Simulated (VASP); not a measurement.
# SnTe (R-3m) in VASP: further runs

SnTe is run at these levels: PBEsol+D3(BJ), PBE+D3(BJ); tasks: single point.

All numbers are computed with VASP 6.6.1; they aren't measurements. Logs are shortened: lines on timing, memory, paths and dates and some standing lists are left out, and cuts for length are marked.

## 1. The cell of the first run

The structure is trigonal, space group R-3m (No. 166). Conventional cell: a = 4.341 Å, b = 4.341 Å, c = 11.242 Å, α = 90.00°, β = 90.00°, γ = 120.00°. Within 4.1 Å of Sn (site symmetry -3m) lie 6 Te at 3.13 Å. Within 4.1 Å of Te (site symmetry -3m) lie 6 Sn at 3.13 Å.

## 2. Single point, PBEsol+D3(BJ)

The input, INCAR:

```
PREC = Accurate
ENCUT = 500
EDIFF = 1E-6
ISMEAR = 0
SIGMA = 0.02
LREAL = False
LASPH = True
NELM = 120
ALGO = Normal
ISIF = 2
LWAVE = False
LCHARG = False
GGA = PS
IVDW = 12
NBANDS = 17
GGA_COMPAT = False
```

The input, KPOINTS:

```
Automatic mesh
0
Gamma
  9 9 9
```

The input, POSCAR:

```
SnTe
1.0
    4.3412781505      0.0000000000      0.0000000000
   -2.1706390753      3.7596571632      0.0000000000
   -2.1706390753      1.2532190544      3.7471944701
Sn Te
1 1
Direct
    0.0000000000      0.0000000000      0.0000000000
    0.5000000000      0.5000000000      0.5000000000
```

Potentials or basis: VASP PAW PBE potentials, release 64 (Sn_d, Te).

Started as:

```
$ cat potpaw_PBE.64/Sn_d/POTCAR potpaw_PBE.64/Te/POTCAR > POTCAR
$ mpirun -np 1 vasp_std > vasp.out
```

OUTCAR:

```text
PREC = Accurate
   ENCUT = 500
   EDIFF = 1E-6
   ISMEAR = 0
   LREAL = False
   LASPH = True
   NELM = 120
   ISIF = 2
   GGA = PS
   IVDW = 12
 IVDW          = 12

 ion  position               nearest neighbor table
   1  0.000  0.000  0.000-   2 3.13   2 3.13   2 3.13   2 3.13   2 3.13   2 3.13
   2  0.500  0.500  0.500-   1 3.13   1 3.13   1 3.13   1 3.13   1 3.13   1 3.13

  LATTYP: Found a trigonal (rhomboedric) cell.
 ALAT       =     4.5081812730
 COS(alpha) =     0.5363369497

  Lattice vectors:

 A1 = (   0.0000000000,  -2.5064381088,   3.7471944701)
 A2 = (   2.1706390752,   1.2532190544,   3.7471944701)
 A3 = (  -2.1706390753,   1.2532190544,   3.7471944701)

Analysis of symmetry for initial positions (statically):
=====================================================================
 Subroutine PRICEL returns:
 Original cell was already a primitive cell.

 Routine SETGRP: Setting up the symmetry group for a
 trigonal (rhombohedral) supercell.

 Subroutine GETGRP returns: Found 12 space group operations
 (whereof 12 operations were pure point group operations)
 out of a pool of 12 trial point group operations.

The static configuration has the point symmetry D_3d.

Analysis of symmetry for dynamics (positions and initial velocities):
=====================================================================
 Subroutine PRICEL returns:
 Original cell was already a primitive cell.

 Routine SETGRP: Setting up the symmetry group for a
 trigonal (rhombohedral) supercell.

 Subroutine GETGRP returns: Found 12 space group operations
 (whereof 12 operations were pure point group operations)
 out of a pool of 12 trial point group operations.

The dynamic configuration has the point symmetry D_3d.

 Subroutine INISYM returns: Found 12 space group operations
 (whereof 12 operations are pure point group operations),
 and found     1 'primitive' translations

----------------------------------------------------------------------------------------

                                     Primitive cell

  volume of cell :      61.1606

  direct lattice vectors                    reciprocal lattice vectors
     4.341278150  0.000000000  0.000000000     0.230346908  0.132990850  0.088955440
    -2.170639075  3.759657163  0.000000000     0.000000000  0.265981699 -0.088955440
    -2.170639075  1.253219054  3.747194470     0.000000000  0.000000000  0.266866320

  length of vectors
     4.341278150  4.341278151  4.508181273     0.280462715  0.280462715  0.266866320

  position of ions in fractional coordinates (direct lattice)
     0.000000000  0.000000000  0.000000000
     0.500000000  0.500000000  0.500000000

  ion indices of the primitive-cell ions
   primitive index   ion index
                 1           1
                 2           2

----------------------------------------------------------------------------------------

 KPOINTS: Automatic mesh

Automatic generation of k-mesh.
 Grid dimensions read from file:
 generate k-points for:    9    9    9

 Generating k-lattice:

  Cartesian coordinates                     Fractional coordinates (reciprocal lattice)
     0.025594101  0.014776761  0.009883938     0.111111111  0.000000000  0.000000000
     0.000000000  0.029553522 -0.009883938     0.000000000  0.111111111  0.000000000
     0.000000000  0.000000000  0.029651813     0.000000000  0.000000000  0.111111111

  Length of vectors
     0.031162524  0.031162524  0.029651813

  Shift w.r.t. Gamma in fractional coordinates (k-lattice)
     0.000000000  0.000000000  0.000000000

 Subroutine IBZKPT returns following result:
 ===========================================

 Found     85 irreducible k-points:

 Following reciprocal coordinates:
            Coordinates               Weight
  0.000000  0.000000  0.000000      1.000000
  0.111111  0.000000  0.000000      6.000000
  0.222222  0.000000  0.000000      6.000000
  0.333333  0.000000 -0.000000      6.000000
  0.444444  0.000000  0.000000      6.000000
  0.111111  0.111111  0.000000      6.000000
[... 16 lines left out ...]
 -0.333333  0.333333  0.000000      6.000000
  0.444444  0.444444  0.000000      6.000000
 [... further k-points ...]
   k-points           NKPTS =     85   k-points in BZ     NKDIM =     85   number of bands    NBANDS=     17
   number of dos      NEDOS =    301   number of ions     NIONS =      2
   total plane-waves  NPLWV =  36864
   dimension x,y,z NGX =    32 NGY =   32 NGZ =   36
   dimension x,y,z NGXF=    64 NGYF=   64 NGZF=   72
   ions per type =               1   1
   NGX,Y,Z   is equivalent  to a cutoff of  12.25, 12.25, 13.28 a.u.
   NGXF,Y,Z  is equivalent  to a cutoff of  24.51, 24.51, 26.55 a.u.
 SYSTEM =  unknown system
   PREC   = accura    normal or accurate (medium, high low for compatibility)
   ISTART =      0    job   : 0-new  1-cont  2-samecut
   ICHARG =      2    charge: 1-file 2-atom 10-const
   ISPIN  =      1    spin polarized calculation?
   LNONCOLLINEAR =      F non collinear calculations
   LSORBIT =      F    spin-orbit coupling
   LASPH  =      T    aspherical Exc in radial PAW
   ENCUT  =  500.0 eV  36.75 Ry    6.06 a.u.   7.92  7.92  8.22*2*pi/ulx,y,z
   NELM   =    120;   NELMIN=  2; NELMDL= -5     # of ELM steps
   EDIFF  = 0.1E-05   stopping-criterion for ELM
   LREAL  =      F    real-space projection
   EDIFFG = 0.1E-04   stopping-criterion for IOM
   NSW    =      0    number of steps for IOM
   IBRION =     -1    ionic relax: 0-MD 1-quasi-New 2-CG
   NFREE  =      0    steps in history (QN), initial steepest desc. (CG)
   ISIF   =      2    stress and relaxation
   ISYM   =      2    0-nonsym 1-usesym 2-fastsym
   POTIM  = 0.5000    time-step for ionic-motion
   TEBEG  =    0.0;   TEEND  =   0.0 temperature during run
   PSTRESS=    0.0 pullay stress
   NELECT =      20.0000    total number of electrons
   NUPDOWN=      -1.0000    fix difference up-down
   EMIN   =  10.00;   EMAX   =-10.00  energy-range for DOS
   EFERMI =   0.00;   METHOD = LEGACY
   ISMEAR =     0;   SIGMA  =   0.02  broadening in eV -4-tet -1-fermi 0-gaus
   EFERMI_NEDOS =   21; number of points for ismear=-14 and -15
   IALGO  =     38    algorithm
   IMIX   =      4    mixing-type and parameters
     AMIX     =   0.40;   BMIX     =  1.00
     AMIX_MAG =   1.60;   BMIX_MAG =  1.00
  volume/ion in A,a.u.               =      30.58       206.37
  Fermi-wavevector in a.u.,A,eV,Ry     =   1.127875  2.131374 17.307985  1.272101
  Thomas-Fermi vector in A             =   2.264562
   LORBIT       =      0    0 simple, 1 ext, 2 COOP (PROOUT), +10 PAW based schemes
   GGA     = PS    functional components
   LHFCALC =     F    Hartree Fock is set to
   AEXX    =    0.0000 exact exchange contribution
   IVDW    =    12    specifies the selected vdW correction
   LEPSILON=     F    determine dielectric tensor
   LRPA    =     F    only Hartree local field effects (RPA)
 non-spin polarized calculation
 Gauss-broadening in eV      SIGMA  =   0.02
  energy-cutoff  :      500.00
  volume of cell :       61.16
 maximum number of plane-waves:      1569
   NGX = 15   NGY = 15   NGZ = 17

 number of electron      19.9999999 magnetization

 Free energy of the ion-electron system (eV)
  ---------------------------------------------------
  ext. energy  EPLUGINS =         0.00000000
  ---------------------------------------------------
  free energy    TOTEN  =        -8.32449380 eV

  energy without entropy =       -8.32436269  energy(sigma->0) =       -8.32442824

 E-fermi :   7.1618     XC(G=0):  -9.7559

 val. band max:        6.8847085282   @ k =   0.1111   0.0000   0.3333
 cond. band min:       7.1712565529   @ k =   0.0000   0.0000   0.4444
 fundamental gap:      0.2865480247
 Fermi energy:         7.1618362889

 k-point     1 :       0.0000    0.0000    0.0000
  band No.  band energies     occupation
      1     -14.7068      2.00000
      2     -14.7068      2.00000
      3     -14.6984      2.00000
      4     -14.6980      2.00000
      5     -14.6980      2.00000
      6      -5.8955      2.00000
[... 9 lines left out ...]
     16      12.0101      0.00000
     17      13.7587      0.00000

 k-point     2 :       0.1111    0.0000    0.0000
  band No.  band energies     occupation
      1     -14.7075      2.00000
      2     -14.7068      2.00000
      3     -14.6979      2.00000
      4     -14.6975      2.00000
      5     -14.6974      2.00000
      6      -5.7845      2.00000
[... 9 lines left out ...]
     16      12.2936      0.00000
     17      14.7865      0.00000

 k-point     3 :       0.2222    0.0000    0.0000
  band No.  band energies     occupation
      1     -14.7096      2.00000
      2     -14.7076      2.00000
      3     -14.6977      2.00000
      4     -14.6953      2.00000
      5     -14.6951      2.00000
      6      -5.4663      2.00000
[... 9 lines left out ...]
     16      13.0757      0.00000
     17      16.5055      0.00000

 k-point     4 :       0.3333    0.0000   -0.0000
  band No.  band energies     occupation
      1     -14.7122      2.00000
      2     -14.7092      2.00000
      3     -14.6975      2.00000
      4     -14.6922      2.00000
      5     -14.6921      2.00000
      6      -5.0029      2.00000
[... 9 lines left out ...]
     16      14.2877      0.00000
     17      17.6965      0.00000
[... 343 lines left out ...]
      1     -14.7229      2.00000
      2     -14.7027      2.00000
      3     -14.7014      2.00000
      4     -14.6886      2.00000
      5     -14.6870      2.00000
      6      -4.4553      2.00000
[... 9 lines left out ...]
     16      16.5168      0.00000
     17      17.0850      0.00000

 k-point    23 :      -0.3333    0.3333    0.0000
  band No.  band energies     occupation
      1     -14.7210      2.00000
      2     -14.7023      2.00000
      3     -14.7018      2.00000
      4     -14.6896      2.00000
      5     -14.6887      2.00000
      6      -4.7669      2.00000
[... 9 lines left out ...]
     16      15.9826      0.00000
     17      16.3176      0.00000

 k-point    24 :       0.4444    0.4444    0.0000
  band No.  band energies     occupation
      1     -14.7254      2.00000
      2     -14.7020      2.00000
      3     -14.7019      2.00000
      4     -14.6872      2.00000
      5     -14.6857      2.00000
      6      -4.1985      2.00000
[... 9 lines left out ...]
     16      16.9328      0.00000
     17      16.9519      0.00000

 [... further k-points ...]

------------------------ aborting loop because EDIFF is reached ----------------------------------------

 Edisp (eV)   -0.79491

 E8    (eV) :    -0.5494

  FORCE on cell =-STRESS in cart. coord.  units (eV):
  Direction    XX          YY          ZZ          XY          YZ          ZX
  --------------------------------------------------------------------------------------
  -------------------------------------------------------------------------------------
  Total      -0.29033    -0.29033    -0.99753     0.00000     0.00000     0.00000
  in kB      -7.60551    -7.60551   -26.13160     0.00000     0.00000     0.00000
  external pressure =      -13.78 kB  Pullay stress =        0.00 kB

 VOLUME and BASIS-vectors are now :
 -----------------------------------------------------------------------------
  energy-cutoff  :      500.00
  volume of cell :       61.16
      direct lattice vectors                 reciprocal lattice vectors
     4.341278150  0.000000000  0.000000000     0.230346908  0.132990850  0.088955440
    -2.170639075  3.759657163  0.000000000     0.000000000  0.265981699 -0.088955440
    -2.170639075  1.253219054  3.747194470     0.000000000  0.000000000  0.266866320

 POSITION                                       TOTAL-FORCE (eV/Angst)
 -----------------------------------------------------------------------------------
      0.00000      0.00000      0.00000         0.000000     -0.000000      0.000000
     -0.00000      2.50644      1.87360        -0.000000      0.000000      0.000000
 -----------------------------------------------------------------------------------
    total drift:                                0.000000      0.000000      0.000000

  FREE ENERGIE OF THE ION-ELECTRON SYSTEM (eV)
  ---------------------------------------------------
  free  energy   TOTEN  =        -9.1194003056 eV

  energy  without entropy=       -9.1192691956  energy(sigma->0) =       -9.11933475
```

Wall time 1.7 min (1 thread of Intel Xeon 8259CL, shared host); peak memory 0.25 GiB.

What came out:

* Free energy: -9.1194 eV
* Pressure: -1.4 GPa
* Band gap on the k mesh: 0.01 eV (least direct gap 0.45 eV)
* Dispersion energy per atom: -0.397 eV

Levels at points of the mesh, in eV from the valence-band top:
```
           k point  band 8  band 9  band 10  band 11  band 12  band 13
(0.00, 0.00, 0.00)   -2.64   -2.08    -2.08     3.26     3.26     3.43
```

Caveat: the smearing spreads over this small gap; semilocal functionals underestimate gaps, and a narrow one can read as zero; the PAW data sets were made with another functional, which shifts forces and pressure a little; spin-orbit coupling is left out, which moves the levels of the heavy elements. A k mesh can miss the band edges.

## 3. Single point, PBE+D3(BJ)

The input, INCAR:

```
PREC     = Accurate       # precision mode
ENCUT    = 500            # plane-wave cutoff, eV
EDIFF    = 1E-6           # SCF threshold, eV
ISMEAR   = 0              # smearing method
SIGMA    = 0.02           # smearing width, eV
LREAL    = False          # projectors in reciprocal space
LASPH    = True           # aspherical terms in the spheres
NELM     = 120            # most SCF steps
ALGO     = Normal         # electronic algorithm
ISIF     = 2              # what is computed and relaxed
LWAVE    = False          # write WAVECAR
LCHARG   = False          # write CHGCAR
GGA      = PE             # functional
IVDW     = 12             # dispersion correction
NBANDS   = 17             # bands
GGA_COMPAT= False
```

KPOINTS is that of step 2.

POSCAR is that of step 2.

Potentials or basis: VASP PAW PBE potentials, release 64 (Sn_d, Te).

Started as:

```
$ cat potpaw_PBE.64/Sn_d/POTCAR potpaw_PBE.64/Te/POTCAR > POTCAR
$ mpirun -np 1 vasp_std > vasp.out
```

Wall time 1.7 min (1 thread of Intel Xeon 8259CL, shared host); peak memory 0.25 GiB.

It converged, with:

```yaml
Free_energy: -8.3268 eV
Pressure: 1.1 GPa
Band_gap_on_the_k_mesh: zero (bands 10 and 11 overlap by 0.01 eV)
Dispersion_energy_per_atom: -0.410 eV
```

Stress tensor (GPa, compression positive):
```
 1.72  0.00  0.00
 0.00  1.72  0.00
 0.00  0.00 -0.02
```

Levels at points of the mesh, in eV from the Fermi level:
```csv
k point,band 6,band 7,band 8,band 9,band 10,band 11,band 12,band 13,band 14,band 15
"(0.00, 0.00, 0.00)",-13.07,-4.72,-2.67,-2.12,-2.12,3.26,3.26,3.43,4.21,4.85
```

Caveat: semilocal functionals underestimate gaps, and a narrow one can read as zero; spin-orbit coupling is left out, which moves the levels of the heavy elements.

## 4. Single point, PBE+D3(BJ), collinear spin

The input, INCAR:

```
SYSTEM = SnTe
ALGO = Normal
EDIFF = 1E-6
ENCUT = 500
GGA = PE
GGA_COMPAT = .False.
ISIF = 2
ISMEAR = 0
ISPIN = 2
IVDW = 12
LASPH = .True.
LCHARG = .True.
LELF = .True.
LORBIT = 11
LREAL = .False.
LVHAR = .True.
LWAVE = .False.
MAGMOM = 0.2 0.2
NBANDS = 21
NELM = 200
PREC = Accurate
SIGMA = 0.02
```

The input, KPOINTS:

```
k-points
0
Gamma
  9 9 9
  0 0 0
```

POSCAR is that of step 3.

Started as:

```
$ cat potpaw_PBE.64/Sn_d/POTCAR potpaw_PBE.64/Te/POTCAR > POTCAR
$ mpirun -np 1 vasp_std > vasp.out
```

Run time: 4.8 min. Hardware: 1 thread of Intel Xeon 8259CL, shared host; peak memory 0.33 GiB.

The run converged. Its results:

| Item | Value |
| --- | --- |
| Free energy | -8.3268 eV |
| Pressure | 1.2 GPa |
| Band gap on the k mesh | zero (filled and empty bands overlap) |
| Net moment | 0.00 μB per cell |
| Valence electrons inside the program's atomic spheres | Sn 12.11; Te 3.39 |
| Dispersion energy per atom | -0.410 eV |

Stress tensor (GPa, compression positive):
```
1.75 0.00 0.00
0.00 1.75 0.00
0.00 0.00 0.01
```

Levels at points of the mesh, in eV from the Fermi level:
Spin up:
| k point | band 6 | band 7 | band 8 | band 9 | band 10 | band 11 | band 12 | band 13 | band 14 | band 15 |
| --- | --- | --- | --- | --- | --- | --- | --- | --- | --- | --- |
| (0.00, 0.00, 0.00) | -13.07 | -4.72 | -2.67 | -2.12 | -2.12 | 3.26 | 3.26 | 3.43 | 4.21 | 4.85 |
Spin down:
```tsv
k point	band 8	band 9	band 10	band 11	band 12	band 13
(0.00, 0.00, 0.00)	-2.67	-2.12	-2.12	3.26	3.26	3.43
```

Caveat: semilocal functionals underestimate gaps, and a narrow one can read as zero; spin-orbit coupling is left out, which moves the levels of the heavy elements.

## 5. The runs side by side

```csv
level,spin,gap on the mesh (eV),pressure (GPa)
PBEsol+D3(BJ),off,0.01,-1.4
PBE+D3(BJ),off,none,1.1
PBE+D3(BJ),collinear,none,1.2
```

Alike in all rows: task single point; potentials or basis VASP PAW PBE potentials, release 64 (Sn_d, Te); cell as given; k mesh 9 × 9 × 9; cutoff (eV) 500; smearing gaussian 0.02 eV.

On the cell as given the gap runs from zero (PBE+D3(BJ)) to 0.01 eV (PBEsol+D3(BJ)). The pressure there spans -1.4 GPa (PBEsol+D3(BJ)) to 1.2 GPa (PBE+D3(BJ)); a positive pressure means that this level wants a larger cell, a negative one a smaller.

Caveats: semilocal functionals underestimate gaps, and a narrow one can read as zero; spin-orbit coupling is left out, which moves the levels of the heavy elements; the smearing spreads over this small gap (at least some runs); the PAW data sets were made with another functional, which shifts forces and pressure a little (at least some runs).

Total energies depend on the potentials used, so only differences within one code and one set of settings carry meaning.

The gap in the log of VASP goes by the Fermi energy; the results here count the filled bands.